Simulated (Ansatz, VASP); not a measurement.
**One calculation of ZnS, two programs**

POSCAR

```
ZnS
1.0
    3.5021840075      0.0000000000      0.0000000000
   -1.7510920037      3.0329803192      0.0000000000
    0.0000000000      0.0000000000      5.7460763399
Zn S
2 2
Direct
    0.3333333333      0.6666666667      0.0053880710
    0.6666666667      0.3333333333      0.5053880710
    0.3333333333      0.6666666667      0.3796119290
    0.6666666667      0.3333333333      0.8796119290
```

INCAR.step1

```
SYSTEM = ZnS
  ALGO = Normal
  EDIFF = 1E-4
  ENCUT = 520
  GGA = PE
  ISMEAR = 0
  LASPH = .TRUE.
  LCHARG = .FALSE.
  LREAL = .FALSE.
  LWAVE = .TRUE.
  NBANDS = 26
  NELM = 80
  PREC = Accurate
  SIGMA = 0.05
```

INCAR.step2

```
SYSTEM = ZnS
  ALGO = Normal
  EDIFF = 1E-7
  ENCUT = 520
  ISIF = 2
  ISMEAR = 0
  ISTART = 1
  LASPH = .TRUE.
  LCHARG = .FALSE.
  LMIXTAU = .TRUE.
  LREAL = .FALSE.
  LWAVE = .FALSE.
  METAGGA = R2SCAN
  NBANDS = 26
  NELM = 80
  PREC = Accurate
  SIGMA = 0.05
```

KPOINTS

```
k-points
0
G
  6 6 4
  0 0 0
```

Input for Ansatz:

```yaml
crystal:
  lattice:
    - [3.5021840075, 0.0, 0.0]
    - [-1.7510920037, 3.0329803192, 0.0]
    - [0.0, 0.0, 5.7460763399]
  atoms:
    - { symbol: Zn, position: [0.3333333333, 0.6666666667, 0.005388071] }
    - { symbol: Zn, position: [0.6666666667, 0.3333333333, 0.505388071] }
    - { symbol: S, position: [0.3333333333, 0.6666666667, 0.379611929] }
    - { symbol: S, position: [0.6666666667, 0.3333333333, 0.879611929] }
basis:
  ecutwfc: 500
kpoints:
  mp_grid: { grid: [6, 6, 4] }
hamiltonian:
  xc: r2scan
scf:
  occupations: { method: gaussian, width: 0.05 }
output:
  forces: true
  stress: true
  eigenvalues: true
```

Change from the starting cell: strain -0.080 along x and y, -0.080 along z, atoms carried along.

Alike in both runs: task single point; functional r2SCAN; k mesh 6 × 6 × 4; occupations gaussian, width 0.05 eV; no spin polarisation.

|  | VASP | Ansatz |
| --- | --- | --- |
| version | VASP 6.6.1 | Ansatz 0.2.0 |
| potentials or method | VASP PAW PBE potentials, release 64 (Zn, S), cutoff 520 eV | scalar-relativistic, plane waves, PAW |
| valence electrons in the cell | 36 | 36 |

```tsv
	VASP	Ansatz	Ansatz less VASP
gap on the k mesh at the Fermi level (eV)	3.58	3.57	-0.013
least direct gap on the mesh (eV)	4.00	3.97	-0.028
pressure (GPa)	34.0	33.7	-0.31
traceless stress, the component that is largest in VASP (GPa)	0.52	0.56	+0.043
rms of the force components (eV/Å)	0.053	0.050	-0.0030
```

VASP's potentials were made for PBE, not for r2SCAN. Atom by atom the forces differ by 0.003 eV/Å (rms over components). Both programs put the cell under a high pressure, so it lies far from rest at this level.
